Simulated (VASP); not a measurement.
Input of a VASP 6.6.1 run:

The input INCAR:

```
SYSTEM = Li3TeH
ALGO     = Normal         ! electronic algorithm
EDIFF    = 1E-6           ! SCF threshold, eV
ENCUT    = 520            ! plane-wave cutoff, eV
GGA      = PS             ! functional
ISIF     = 2              ! what is computed and relaxed
ISMEAR   = 0              ! smearing method
LASPH    = .True.         ! aspherical terms in the spheres
LCHARG   = .True.         ! write CHGCAR
LELF     = .True.         ! ELF
LREAL    = .False.        ! projectors in reciprocal space
LVHAR    = .True.       
LWAVE    = .False.        ! write WAVECAR
NBANDS   = 16             ! bands
NELM     = 80             ! most SCF steps
PREC     = Accurate       ! precision mode
SIGMA    = 0.02           ! smearing width, eV
```

KPOINTS

```
k-points
0
Gamma
  6 6 6
  0 0 0
```

File POSCAR:

```
Li3TeH
1.0
    4.1482195313      0.0000000000      0.0000000000
    0.0000000000      4.1482195313      0.0000000000
    0.0000000000      0.0000000000      4.1482195313
Li Te H
3 1 1
Direct
    0.5000000000      0.0000000000      0.5000000000
    0.0000000000      0.5000000000      0.5000000000
    0.5000000000      0.5000000000      0.0000000000
    0.0000000000      0.0000000000      0.0000000000
    0.5000000000      0.5000000000      0.5000000000
```

Potentials or basis: VASP PAW PBE potentials, release 64 (Li_sv, Te, H).

The run is started by

```bash
$ cat potpaw_PBE.64/Li_sv/POTCAR potpaw_PBE.64/Te/POTCAR potpaw_PBE.64/H/POTCAR > POTCAR
$ mpirun -np 1 vasp_std > vasp.out
```

**Question.** Predict the band gap on the k mesh.

**Answer.** 2.88 eV (least direct gap 3.68 eV).

Caveat: spin-orbit coupling is left out, which moves the levels of the heavy elements. A k mesh can miss the band edges.
